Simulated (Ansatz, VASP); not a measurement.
# V in VASP and in Ansatz

```
V
1.0
    -1.51300    1.51300    1.51300
     1.51300   -1.51300    1.51300
     1.51300    1.51300   -1.51300
V
1
Direct
  0.00000 0.00000 0.00000
```

Alike in both runs: task single point; functional PBE; k mesh 6 × 6 × 6; occupations gaussian, width 0.1 eV; collinear spin.

|  | VASP | Ansatz |
| --- | --- | --- |
| version | VASP 6.6.1 | Ansatz 0.2.0 |
| potentials or method | VASP PAW PBE potentials, release 64 (V_sv) | scalar-relativistic, plane waves, PAW |
| plane-wave cutoff (eV) | 520 | 420 |
| valence electrons in the cell | 13 | 13 |

|  | VASP | Ansatz | Ansatz less VASP |
| --- | --- | --- | --- |
| gap on the k mesh at the Fermi level (eV) | none | none | - |
| pressure (GPa) | -3.4 | -3.6 | -0.20 |
| net moment per atom (μB) | 0.62 | 0.62 | -0.002 |
| size of the moment on the site where the two differ most (μB) | 0.49 | 0.46 | -0.026 |

Site moments also hang on the region over which each program counts them. A gap of «none» marks a metal or a gap that the smearing closes.

The k mesh is coarse, so the values compare programs but aren't converged.
